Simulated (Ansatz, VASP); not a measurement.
# Os in VASP and in Ansatz

The input POSCAR:

```
Os
1.0
    0.0000000000      1.9159815885      1.9159815885
    1.9159815885      0.0000000000      1.9159815885
    1.9159815885      1.9159815885      0.0000000000
Os
1
Direct
    0.0000000000      0.0000000000      0.0000000000
```

File INCAR.step1:

```
ALGO = Normal
EDIFF = 1E-4
ENCUT = 520
GGA = PE
ISMEAR = 0
LASPH = True
LCHARG = False
LREAL = False
LWAVE = True
NBANDS = 10
NELM = 100
PREC = Accurate
SIGMA = 0.05
```

INCAR.step2

```
ALGO = Normal
EDIFF = 1E-6
ENCUT = 520
ISIF = 2
ISMEAR = 0
ISTART = 1
LASPH = True
LCHARG = False
LMIXTAU = True
LREAL = False
LWAVE = False
METAGGA = R2SCAN
NBANDS = 10
NELM = 100
PREC = Accurate
SIGMA = 0.05
```

KPOINTS

```
k-points
0
Gamma
  18 18 18
```

Input for Ansatz:

```yaml
crystal:
  lattice:
    - [0.0, 1.9159815885, 1.9159815885]
    - [1.9159815885, 0.0, 1.9159815885]
    - [1.9159815885, 1.9159815885, 0.0]
  atoms:
    - { symbol: Os, position: [0.0, 0.0, 0.0] }
basis:
  ecutwfc: 600
  ecutrho_ratio: 5
kpoints:
  mp_grid: { grid: [18, 18, 18] }
  band_path:
    path:
      - [[0.0, 0.0, 0.0], [0.5, 0.0, 0.5], [0.625, 0.25, 0.625]]
      - [[0.375, 0.375, 0.75], [0.0, 0.0, 0.0], [0.5, 0.5, 0.5], [0.5, 0.25, 0.75], [0.5, 0.0, 0.5]]
    npoints: 14
hamiltonian:
  xc: r2scan
scf:
  occupations: { method: gaussian, width: 0.05 }
output:
  forces: true
  stress: true
  eigenvalues: true
  populations: true
  dos: { projected: true, de: 0.02, nscf_kmesh: { grid: [27, 27, 27] } }
  bader: true
```

Alike in both runs: task single point; functional r2SCAN; k mesh 18 × 18 × 18; occupations gaussian, width 0.05 eV; no spin polarisation.

|  | VASP | Ansatz |
| --- | --- | --- |
| version | VASP 6.6.1 | Ansatz 0.2.0 |
| potentials or method | VASP PAW PBE potentials, release 64 (Os), cutoff 520 eV | scalar-relativistic, plane waves, PAW |
| valence electrons in the cell | 8 | 16 |

|  | VASP | Ansatz | Ansatz less VASP |
| --- | --- | --- | --- |
| pressure (GPa) | 1.0 | 0.0 | -1.00 |

VASP's potentials were made for PBE, not for r2SCAN. VASP's potentials hold 8 valence electrons a cell and Ansatz's 16, so a difference there can come from the potentials and not from the codes.

Spin-orbit coupling is off throughout.
